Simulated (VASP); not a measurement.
Set up this calculation in VASP 6.6.1, as the native input.

```
Task                   : single point
Functional             : PBE
Potentials or basis    : VASP PAW PBE potentials, release 64 (Ba_sv, Si)
Cutoff                 : 520 eV
k mesh                 : 6 × 6 × 6
Occupations            : gaussian, width 0.05 eV
Spin                   : no spin polarisation
Dipole correction      : no
Further INCAR settings : ALGO = Normal; EDIFF = 1e-06; NBANDS = 25
```

The structure of Ba3Si lies in POSCAR:

```
Ba3Si
1.0
    5.4479946610      0.0000000000      0.0000000000
    0.0000000000      5.4479946610      0.0000000000
    0.0000000000      0.0000000000      5.4479946610
Ba Si
3 1
Direct
    0.0000000000      0.5000000000      0.5000000000
    0.5000000000      0.5000000000      0.0000000000
    0.5000000000      0.0000000000      0.5000000000
    0.0000000000      0.0000000000      0.0000000000
```

The input as run:

INCAR

```
PREC     = Accurate       # precision mode
ENCUT    = 520            # plane-wave cutoff, eV
EDIFF    = 1E-6           # SCF threshold, eV
ISMEAR   = 0              # smearing method
SIGMA    = 0.05           # smearing width, eV
LREAL    = False          # projectors in reciprocal space
LASPH    = True           # aspherical terms in the spheres
NELM     = 60             # most SCF steps
ALGO     = Normal         # electronic algorithm
ISIF     = 2              # what is computed and relaxed
LWAVE    = False          # write WAVECAR
LCHARG   = True           # write CHGCAR
GGA      = PE             # functional
LELF     = True           # ELF
LVHAR    = True         
NBANDS   = 25             # bands
```

KPOINTS

```
regular mesh
0
Gamma
  6 6 6
```

Potentials or basis: VASP PAW PBE potentials, release 64 (Ba_sv, Si).

Command:

```bash
$ cat potpaw_PBE.64/Ba_sv/POTCAR potpaw_PBE.64/Si/POTCAR > POTCAR
$ mpirun -np 1 vasp_std > vasp.out
```

It gave:

| Property | Result |
| --- | --- |
| Pressure | -0.3 GPa |
| Band gap on the k mesh | zero (band 17 reaches 3.62 eV, above the bottom of band 18 at 2.71 eV) |

Caveat: spin-orbit coupling is left out, which moves the levels of the heavy elements.

It took 52 s on 1 thread of Intel(R) Xeon(R) 6975P-C (Granite Rapids), with other jobs on the host, peak memory 0.28 GiB.
